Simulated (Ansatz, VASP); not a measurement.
# Zr2Al3N5: VASP beside Ansatz

```
Zr Al N
1.0
    -1.67159    1.67159   11.81993
     1.67159   -1.67159   11.81993
     1.67159    1.67159  -11.81993
Zr Al N
2 3 5
Cartesian
  0.0000 0.0000 21.2759
  0.0000 0.0000 2.3640
  0.0000 0.0000 16.5479
  0.0000 0.0000 7.0920
  0.0000 0.0000 11.8199
  0.0000 0.0000 14.1839
  0.0000 0.0000 4.7280
  0.0000 0.0000 18.9119
  0.0000 0.0000 9.4559
  0.0000 0.0000 0.0000
```

Alike in both runs: task single point; functional PBE; k mesh 8 × 8 × 8; occupations gaussian, width 0.1 eV; no spin polarisation.

|  | VASP | Ansatz |
| --- | --- | --- |
| version | VASP 6.6.1 | Ansatz 0.2.0 |
| potentials or method | VASP PAW PBE potentials, release 64 (Zr_sv, Al, N), cutoff 520 eV | scalar-relativistic, plane waves, PAW |
| valence electrons in the cell | 58 | 58 |

VASP gave:

| Quantity | Value |
| --- | --- |
| gap on the k mesh at the Fermi level (eV) | none |
| rms of the force components (eV/Å) | 0.246 |

Task: What did Ansatz give for the same quantities?

Result: gap on the k mesh at the Fermi level (eV): none; rms of the force components (eV/Å): 0.245.

Atom by atom the forces differ by 0.001 eV/Å (rms over components). A gap of «none» marks a metal or a gap that the smearing closes.
